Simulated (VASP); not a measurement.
Write the native input for VASP 6.6.1 that does the following.

```yaml
Task: single point
Functional: PBE
Potentials_or_basis: VASP PAW PBE potentials, release 64 (Li_sv, F)
Cutoff: 520 eV
k_mesh: 6 × 6 × 6
Occupations: gaussian, width 0.01 eV
Spin: no spin polarisation
Dipole_correction: no
Further_INCAR_settings: ALGO = Normal; EDIFF = 1e-06; NBANDS = 12
```

The structure of LiF lies in POSCAR:

```
LiF
1.0
    0.0000000000      1.9848973817      2.0013784472
    1.9848973817      0.0000000000      2.0013784472
    1.9848973817      1.9848973817      0.0000000000
Li F
1 1
Direct
    0.0000000000      0.0000000000      0.0000000000
    0.5000000000      0.5000000000      0.5000000000
```

This cell differs from its parent crystal: epitaxial xy strain -0.5%.

One way to write it, as run:

INCAR

```
SYSTEM = LiF
PREC     = Accurate       ! precision mode
ENCUT    = 520            ! plane-wave cutoff, eV
EDIFF    = 1E-6           ! SCF threshold, eV
ISMEAR   = 0              ! smearing method
SIGMA    = 0.01           ! smearing width, eV
LREAL    = .FALSE.        ! projectors in reciprocal space
LASPH    = .TRUE.         ! aspherical terms in the spheres
NELM     = 60             ! most SCF steps
ALGO     = Normal         ! electronic algorithm
ISIF     = 2              ! what is computed and relaxed
LWAVE    = .FALSE.        ! write WAVECAR
LCHARG   = .FALSE.        ! write CHGCAR
GGA      = PE             ! functional
NBANDS   = 12             ! bands
```

KPOINTS

```
regular mesh
0
G
  6 6 6
  0 0 0
```

Potentials or basis: VASP PAW PBE potentials, release 64 (Li_sv, F).

Launch:

```console
$ cat potpaw_PBE.64/Li_sv/POTCAR potpaw_PBE.64/F/POTCAR > POTCAR
$ mpirun -np 1 vasp_std > vasp.out
```

It gave:

```
Band gap on the k mesh : 9.40 eV, direct
```

Caveat: the k points lie up to 0.46 Å⁻¹ apart; the cell differs from its parent crystal (epitaxial xy strain -0.5%).

Wall time 5.6 s on 1 thread of Intel Xeon 6975P-C, with other jobs on the host, peak memory 0.13 GiB.
